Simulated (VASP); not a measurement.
Write the native input for VASP 6.6.1 that does the following.

```yaml
Task: single point
Functional: PBE
Potentials_or_basis: VASP PAW PBE potentials, release 64 (Cr_pv, C, N)
Cutoff: 520 eV
k_mesh: 6 × 6 × 6
Occupations: gaussian, width 0.1 eV
Spin: collinear spin, ferromagnetic start
Starting_moments: "[3.0, 0.0, 0.0] μB"
Dipole_correction: no
Further_INCAR_settings: ALGO = Normal; EDIFF = 1e-06; NBANDS = 22
```

The structure of CrCN lies in POSCAR:

```
CrCN
1.0
    3.4376765100      0.0000000000      0.0000000000
   -1.7188382500      2.9771151800      0.0000000000
    0.0000000000      0.0000000000      3.3796829200
Cr C N
1 1 1
Direct
    0.3333333300      0.6666666700      0.5000000000
    0.0000000000      0.0000000000      0.0000000000
    0.6666666700      0.3333333300      0.5000000000
```

The input as run:

INCAR

```
PREC = Accurate ; ENCUT = 520
EDIFF = 1E-6 ; ISMEAR = 0
SIGMA = 0.1 ; LREAL = False
LASPH = True ; NELM = 150
ALGO = Normal ; ISIF = 2
LWAVE = False ; LCHARG = False
ISPIN = 2 ; MAGMOM = 3 0 0
LORBIT = 11 ; LMAXMIX = 4
GGA = PE ; NBANDS = 22
```

KPOINTS

```
Automatic mesh
0
Gamma
  6 6 6
```

Potentials or basis: VASP PAW PBE potentials, release 64 (Cr_pv, C, N).

Command:

```bash
$ cat potpaw_PBE.64/Cr_pv/POTCAR potpaw_PBE.64/C/POTCAR potpaw_PBE.64/N/POTCAR > POTCAR
$ mpirun -np 1 vasp_std > vasp.out
```

It gave:

```
Pressure                                              : -33.7 GPa
Net moment                                            : -1.10 μB per cell
Site moments                                          : Cr -1.44; C +0.13; N +0.13 μB
Valence electrons inside the program's atomic spheres : Cr 10.60; C 2.05; N 3.55
```

Caveat: a cell with one magnetic atom can't hold antiferromagnetic order, which such compounds often take.

Wall time 56 s on 1 thread of Intel(R) Xeon(R) Platinum 8488C (Sapphire Rapids), with other jobs on the host, peak memory 0.19 GiB.
